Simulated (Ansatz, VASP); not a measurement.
**Two plane-wave programs on Li2RhN2**

Contents of INCAR:

```
SYSTEM = Li2RhN2
ALGO = Fast ; EDIFF = 1E-6
ENCUT = 520 ; GGA = PE
ISIF = 2 ; ISMEAR = -1
LASPH = .True. ; LCHARG = .True.
LELF = .True. ; LREAL = .False.
LVHAR = .True. ; LWAVE = .False.
NBANDS = 24 ; NELM = 100
PREC = Accurate ; SIGMA = 0.05
```

File KPOINTS:

```
k-points
0
Gamma
  10 10 5
  0 0 0
```

POSCAR

```
Li2RhN2
1.0
    3.2214626416      0.0000000000      0.0000000000
   -1.6107313208      2.7898684850      0.0000000000
    0.0000000000      0.0000000000      5.0759660458
Rh N Li
1 2 2
Direct
    0.0128070000      0.0109850000     -0.0116930000
    0.3451150000      0.6882240000      0.2083290000
    0.6982230000      0.3555770000      0.7964200000
    0.3383490000      0.6651990000      0.6450190000
    0.6595890000      0.3430480000      0.3623870000
```

The input input.yaml:

```yaml
crystal:
  lattice:
    - [3.2214626416, 0.0, 0.0]
    - [-1.6107313208, 2.789868485, 0.0]
    - [0.0, 0.0, 5.0759660458]
  atoms:
    - { symbol: Rh, position: [0.012807, 0.010985, -0.011693] }
    - { symbol: "N", position: [0.345115, 0.688224, 0.208329] }
    - { symbol: "N", position: [0.698223, 0.355577, 0.79642] }
    - { symbol: Li, position: [0.338349, 0.665199, 0.645019] }
    - { symbol: Li, position: [0.659589, 0.343048, 0.362387] }
hamiltonian:
  xc: pbe
  pseudopotentials: { kind: paw }
kpoints:
  mp_grid: { grid: [10, 10, 5] }
scf:
  occupations: { method: fermi_dirac, width: 0.05 }
output:
  forces: true
  stress: true
  eigenvalues: true
  write_density: true
  write_potential: true
  elf: true
  volumetric_format: npy
```

Change from the starting cell: atoms moved at random, drawn with an rms of 0.05 Å.

Alike in both runs: task single point; functional PBE; k mesh 10 × 10 × 5; occupations fermi-dirac, width 0.05 eV; no spin polarisation.

|  | VASP | Ansatz |
| --- | --- | --- |
| version | VASP 6.6.1 | Ansatz 0.2.0 |
| potentials or method | VASP PAW PBE potentials, release 64 (Rh_pv, N, Li_sv) | Ansatz PAW |
| plane-wave cutoff (eV) | 520 | 420 |
| valence electrons in the cell | 31 | 33 |

```tsv
	VASP	Ansatz	Ansatz less VASP
gap on the k mesh at the Fermi level (eV)	none	none	-
rms of the force components (eV/Å)	0.378	0.375	-0.0032
```

Atom by atom the forces differ by 0.007 eV/Å (rms over components). A gap of «none» marks a metal or a gap that the smearing closes. VASP's potentials hold 31 valence electrons a cell and Ansatz's 33, so a difference there can come from the potentials and not from the codes.

Noted on VASP's run: the cutoff is under 1.25 times that of the potentials, so the pressure is a little rough.
